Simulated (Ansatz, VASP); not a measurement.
# BiB: VASP beside Ansatz

POSCAR

```
BiB
1.0
    4.1609172227      0.0000000000      0.0000000000
   -2.0804586113      3.6034600179      0.0000000000
    0.0000000000      0.0000000000      5.5892505505
B Bi
2 2
Direct
    0.3333333333      0.6666666667      0.2500000000
    0.6666666667      0.3333333333      0.7500000000
    0.6666666667      0.3333333333      0.2500000000
    0.3333333333      0.6666666667      0.7500000000
```

The input INCAR.step1:

```
PREC = Accurate ; ENCUT = 520
ISMEAR = -1 ; SIGMA = 0.02
LREAL = F ; LASPH = T
NELM = 60 ; NBANDS = 26
GGA = PE ; ALGO = Normal
EDIFF = 1E-4 ; LWAVE = T
LCHARG = F
```

INCAR.step2

```
PREC = Accurate ; ENCUT = 520
EDIFF = 1E-6 ; ISMEAR = -1
SIGMA = 0.02 ; LREAL = F
LASPH = T ; NELM = 60
ALGO = Normal ; ISIF = 2
LWAVE = F ; LCHARG = F
METAGGA = R2SCAN ; LMIXTAU = T
NBANDS = 26 ; ISTART = 1
```

KPOINTS

```
Automatic mesh
0
Gamma
  6 6 4
```

Input for Ansatz:

```yaml
crystal:
  lattice:
    - [4.1609172227, 0.0, 0.0]
    - [-2.0804586113, 3.6034600179, 0.0]
    - [0.0, 0.0, 5.5892505505]
  atoms:
    - { symbol: B, position: [0.3333333333, 0.6666666667, 0.25] }
    - { symbol: B, position: [0.6666666667, 0.3333333333, 0.75] }
    - { symbol: Bi, position: [0.6666666667, 0.3333333333, 0.25] }
    - { symbol: Bi, position: [0.3333333333, 0.6666666667, 0.75] }
kpoints:
  mp_grid: { grid: [6, 6, 4] }
hamiltonian:
  xc: r2scan
scf:
  occupations: { method: fermi_dirac, width: 0.02 }
  n_extra_bands: 5
output:
  forces: true
  stress: true
  eigenvalues: true
```

Alike in both runs: task single point; functional r2SCAN; k mesh 6 × 6 × 4; occupations fermi-dirac, width 0.02 eV; no spin polarisation.

|  | VASP | Ansatz |
| --- | --- | --- |
| version | VASP 6.6.1 | Ansatz 0.2.0 |
| potentials or method | VASP PAW PBE potentials, release 64 (B, Bi_d) | plane waves, PAW |
| plane-wave cutoff (eV) | 520 | 500 |
| valence electrons in the cell | 36 | 36 |

Ansatz gave:

| Property | Result |
| --- | --- |
| pressure (GPa) | 0.0 |
| traceless stress, the component that is largest in VASP (GPa) | 0.00 |

Problem. Which values does VASP return?

Solution. Pressure (GPa): 0.0; traceless stress, the component that is largest in VASP (GPa): 0.06.

VASP's potentials were made for PBE, not for r2SCAN. The functional is the same, so the differences come from potentials, cutoffs and numerics.

Neither program's run includes spin-orbit coupling.
